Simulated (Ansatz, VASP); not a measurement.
**Al2P3: VASP beside Ansatz**

```
Al P
1.0
     7.28704    0.00000    0.00000
     0.00000    7.28704    0.00000
     0.00000    0.00000    2.86812
Al P
4 6
Direct
  0.84528 0.34528 0.00000
  0.65472 0.84528 0.00000
  0.15472 0.65472 0.00000
  0.34528 0.15472 0.00000
  0.50000 0.50000 0.00000
  0.00000 0.00000 0.00000
  0.64636 0.14636 0.50000
  0.85364 0.64636 0.50000
  0.35364 0.85364 0.50000
  0.14636 0.35364 0.50000
```

Change from the starting cell: species swapped into the Zr3Ga2 type (P4/mbm, No. 127).

Alike in both runs: task relaxation of cell and atoms; functional PBE; k mesh 4 × 4 × 6; occupations gaussian, width 0.1 eV; no spin polarisation.

|  | VASP | Ansatz |
| --- | --- | --- |
| version | VASP 6.6.1 | Ansatz 0.2.0 |
| potentials or method | VASP PAW PBE potentials, release 64 (Al, P), cutoff 600 eV | scalar-relativistic, plane waves, PAW |
| valence electrons in the cell | 42 | 42 |

|  | VASP | Ansatz | Ansatz less VASP |
| --- | --- | --- | --- |
| gap on the k mesh at the Fermi level, each at its own relaxed structure (eV) | none | none | - |
| relaxed volume (Å³/atom) | 15.32 | 15.35 | +0.027 |
| relaxed cell length with the largest relative difference (Å) | 7.196 | 7.203 | +0.0065 |

A gap of «none» marks a metal or a gap that the smearing closes.

The k mesh is coarse, so the values compare programs but aren't converged.
